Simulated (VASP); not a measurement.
The system is CuNi2.

```
CELL_PARAMETERS angstrom
4.36597 0.00000 0.00000
-2.18299 3.78104 0.00000
0.00000 0.00000 3.98253
ATOMIC_POSITIONS crystal
Cu 0.66667 0.33333 0.00000
Cu 0.33333 0.66667 0.00000
Ni 0.00000 0.00000 0.00000
Ni 0.00000 0.33333 0.50000
Ni 0.66667 0.66667 0.50000
Ni 0.33333 0.00000 0.50000
```

* Program: VASP 6.6.1
* Task: relaxation of cell and atoms
* Functional: PBE
* Potentials or basis: VASP PAW PBE potentials, release 64 (Cu, Ni)
* Cutoff: 600 eV
* k mesh: 6 × 6 × 4
* Occupations: gaussian, width 0.1 eV
* Spin: collinear spin, ferromagnetic start
* Starting moments: [0.0, 0.0, 2.0, 2.0, 2.0, 2.0] μB

At the start: pressure 4.9 GPa; volume 10.96 Å³/atom.

Problem. Where does the relaxation end?

Solution. Over 6 steps the energy falls by 16.4 meV/atom and the volume is 11.22 Å³/atom (+2.4 %); space group P-62m (No. 189, to 0.1 Å) before and after; moment 1.60 μB per cell.

The path:
| step | energy change (eV) | largest force (eV/Å) | pressure (GPa) | volume (Å³) |
| --- | --- | --- | --- | --- |
| 1 | 0.0000 | 0.2598 | 4.88 | 65.74 |
| 2 | -0.0716 | 0.1402 | -3.84 | 68.95 |
| 3 | -0.0766 | 0.1663 | -2.21 | 68.25 |
| 4 | -0.0981 | 0.0532 | -0.05 | 67.41 |
| 5 | -0.0981 | 0.0491 | -0.10 | 67.39 |
| 6 | -0.0984 | 0.0282 | 0.07 | 67.34 |

Final structure:
```cif
data_structure
_symmetry_space_group_name_H-M 'P 1'
_symmetry_Int_Tables_number 1
_cell_length_a 4.3344
_cell_length_b 4.3344
_cell_length_c 4.1390
_cell_angle_alpha 90.000
_cell_angle_beta 90.000
_cell_angle_gamma 120.000
_cell_volume 67.34
loop_
_atom_site_label
_atom_site_type_symbol
_atom_site_fract_x
_atom_site_fract_y
_atom_site_fract_z
_atom_site_occupancy
Cu1 Cu 0.66667 0.33333 0.00000 1
Cu2 Cu 0.33333 0.66667 0.00000 1
Ni1 Ni 0.00000 0.00000 0.00000 1
Ni2 Ni 0.00000 0.32822 0.50000 1
Ni3 Ni 0.67178 0.67178 0.50000 1
Ni4 Ni 0.32822 0.00000 0.50000 1
```

Caveat: the k points lie up to 0.38 Å⁻¹ apart in the final cell.
